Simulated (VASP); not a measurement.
As3S:

```
CELL_PARAMETERS angstrom
4.33657 0.00000 0.00000
0.00000 4.33657 0.00000
0.00000 0.00000 4.33657
ATOMIC_POSITIONS crystal
As 0.00000 0.50000 0.50000
As 0.50000 0.00000 0.50000
As 0.50000 0.50000 0.00000
S 0.00000 0.00000 0.00000
```

- Program: VASP 6.6.1
- Task: relaxation of cell and atoms
- Functional: r2SCAN
- Potentials or basis: VASP PAW PBE potentials, release 64 (As, S)
- Cutoff: 600 eV
- k mesh: 4 × 4 × 4
- Occupations: gaussian, width 0.1 eV
- Spin: no spin polarisation

At the start: pressure -6.8 GPa; volume 20.39 Å³/atom.

Task: Where does the relaxation end?

Result: Over 3 steps the energy falls by 47.9 meV/atom and the volume is 18.36 Å³/atom (-9.9 %); space group Pm-3m (No. 221, to 0.1 Å) before and after.

Step by step:
```
step  energy change (eV)  largest force (eV/Å)  pressure (GPa)  volume (Å³)
   1              0.0000                0.0000           -6.78        81.55
   2             -0.1807                0.0000            2.09        71.79
   3             -0.1916                0.0000            0.06        73.45
```

Final structure:
```
As S
1.0
     4.18786    0.00000    0.00000
     0.00000    4.18786    0.00000
     0.00000    0.00000    4.18786
As S
3 1
Direct
  0.00000 0.50000 0.50000
  0.50000 0.00000 0.50000
  0.50000 0.50000 0.00000
  0.00000 0.00000 0.00000
```

Caveat: the k points lie up to 0.38 Å⁻¹ apart in the final cell, too coarse for converged energies and pressures of a metal; the PAW data sets were made with another functional, which shifts forces and pressure a little; an odd number of electrons without spin polarisation forces a metal; a magnetic or distorted state may lie lower.
